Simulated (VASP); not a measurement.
Input of a VASP 6.6.1 run:

File INCAR:

```
SYSTEM = AlN
  PREC = Accurate
  ENCUT = 600
  EDIFF = 1E-6
  ISMEAR = 0
  SIGMA = 0.05
  LREAL = .FALSE.
  LASPH = .TRUE.
  NELM = 120
  ALGO = Normal
  ISIF = 2
  LWAVE = .FALSE.
  LCHARG = .TRUE.
  LELF = .TRUE.
  LVHAR = .TRUE.
  NBANDS = 16
  GGA_COMPAT = .FALSE.
```

Contents of KPOINTS:

```
regular mesh
0
G
  9 9 6
  0 0 0
```

File POSCAR:

```
AlN
1.0
    3.4114792141      0.0000000000      0.0000000000
   -1.7057396070      2.9544276639      0.0000000000
    0.0000000000      0.0000000000      4.0619361100
Al N
2 2
Direct
    0.3333333333      0.6666666667      0.7500000000
    0.6666666667      0.3333333333      0.2500000000
    0.3333333333      0.6666666667      0.2500000000
    0.6666666667      0.3333333333      0.7500000000
```

Potentials or basis: VASP PAW LDA potentials, release 64 (Al, N).

Launch:

```sh
$ cat potpaw_LDA.64/Al/POTCAR potpaw_LDA.64/N/POTCAR > POTCAR
$ mpirun -np 1 vasp_std > vasp.out
```

Task: Estimate the band gap on the k mesh.

Result: 3.26 eV, direct.

Task: What does it give for the pressure?

Result: -13.9 GPa.

Stress tensor (GPa, compression positive):
```
-17.06   0.00   0.00
  0.00 -17.06   0.00
  0.00   0.00  -7.57
```

Caveat: the cell differs from its parent crystal (strain +0.030 along x and y, -0.030 along z).
